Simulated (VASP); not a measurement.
Set up this calculation in VASP 6.6.1, as the native input.

| Item | Value |
| --- | --- |
| Task | relaxation of the atoms |
| Functional | LDA |
| Potentials or basis | VASP PAW LDA potentials, release 64 (Al, N) |
| Cutoff | 520 eV |
| k mesh | 8 × 8 × 6 |
| Occupations | gaussian, width 0.01 eV |
| Spin | no spin polarisation |
| Dipole correction | no |
| Further INCAR settings | ALGO = Normal; EDIFF = 1e-07; IBRION = 2; EDIFFG = -0.002; NSW = 50 |

The structure of AlN lies in POSCAR:

```
AlN
1.0
    3.0733291978      0.0000000000      0.0000000000
   -1.5366645989      2.6615811595      0.0000000000
    0.0000000000      0.0000000000      4.9185359282
Al N
2 2
Direct
    0.3333333333      0.6666666667     -0.0009923830
    0.6666666667      0.3333333333      0.4990076170
    0.3333333333      0.6666666667      0.3809923830
    0.6666666667      0.3333333333      0.8809923830
```

One way to write it, as run:

INCAR

```
SYSTEM = AlN
ALGO = Normal
EDIFF = 1E-7
EDIFFG = -0.002
ENCUT = 520
GGA = CA
IBRION = 2
ISIF = 2
ISMEAR = 0
LASPH = .True.
LCHARG = .False.
LREAL = .False.
LWAVE = .False.
NELM = 100
NSW = 50
PREC = Accurate
SIGMA = 0.01
```

KPOINTS

```
k-points
0
Gamma
  8 8 6
  0 0 0
```

Potentials or basis: VASP PAW LDA potentials, release 64 (Al, N).

The run is started by

```console
$ cat potpaw_LDA.64/Al/POTCAR potpaw_LDA.64/N/POTCAR > POTCAR
$ mpirun -np 1 vasp_std > vasp.out
```

It gave:

```json
{
 "Energy gained by relaxing": "0.0 meV/atom",
 "Ionic steps": "3",
 "Pressure after relaxing": "4.0 GPa",
 "Band gap on the k mesh": "4.56 eV, direct"
}
```

Wall time 17 s on 1 thread of Intel Xeon 6975P-C, on a shared host, peak memory 0.14 GiB.
